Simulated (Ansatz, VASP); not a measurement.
Two plane-wave programs on YSe2

File INCAR:

```
SYSTEM = YSe2
PREC     = Accurate       ! precision mode
ENCUT    = 520            ! plane-wave cutoff, eV
EDIFF    = 1E-6           ! SCF threshold, eV
ISMEAR   = 0              ! smearing method
SIGMA    = 0.05           ! smearing width, eV
LREAL    = .False.        ! projectors in reciprocal space
LASPH    = .True.         ! aspherical terms in the spheres
NELM     = 100            ! most SCF steps
ALGO     = Normal         ! electronic algorithm
ISIF     = 2              ! what is computed and relaxed
LWAVE    = .False.        ! write WAVECAR
LCHARG   = .False.        ! write CHGCAR
GGA      = PE             ! functional
NBANDS   = 18             ! bands
```

The input KPOINTS:

```
regular mesh
0
Gamma
  8 8 8
  0 0 0
```

POSCAR

```
YSe2
1.0
    0.0000000000      3.4063937285      3.4063937285
    3.4063937285      0.0000000000      3.4063937285
    3.4063937285      3.4063937285      0.0000000000
Y Se
1 2
Direct
    0.0000000000      0.0000000000      0.0000000000
    0.2500000000      0.2500000000      0.2500000000
    0.7500000000      0.7500000000      0.7500000000
```

Input for Ansatz:

```yaml
crystal:
  lattice:
    - [0.0, 3.4063937285, 3.4063937285]
    - [3.4063937285, 0.0, 3.4063937285]
    - [3.4063937285, 3.4063937285, 0.0]
  atoms:
    - { symbol: "Y", position: [0.0, 0.0, 0.0] }
    - { symbol: Se, position: [0.25, 0.25, 0.25] }
    - { symbol: Se, position: [0.75, 0.75, 0.75] }
basis:
  ecutwfc: 420
  ecutrho_ratio: 4
kpoints:
  mp_grid: { grid: [8, 8, 8] }
hamiltonian:
  xc: pbe
scf:
  occupations: { method: gaussian, width: 0.05 }
output:
  forces: true
  stress: true
  eigenvalues: true
```

Alike in both runs: task single point; functional PBE; k mesh 8 × 8 × 8; occupations gaussian, width 0.05 eV; no spin polarisation.

|  | VASP | Ansatz |
| --- | --- | --- |
| version | VASP 6.6.1 | Ansatz 0.2.0 |
| potentials or method | VASP PAW PBE potentials, release 64 (Y_sv, Se), cutoff 520 eV | scalar-relativistic, plane waves, PAW |
| valence electrons in the cell | 23 | 43 |

|  | VASP | Ansatz | Ansatz less VASP |
| --- | --- | --- | --- |
| gap on the k mesh at the Fermi level (eV) | none | none | - |
| pressure (GPa) | 1.3 | 1.3 | -0.02 |

A gap of «none» marks a metal or a gap that the smearing closes. The functional is the same, so the differences come from potentials, cutoffs and numerics. VASP's potentials hold 23 valence electrons a cell and Ansatz's 43, so a difference there can come from the potentials and not from the codes.
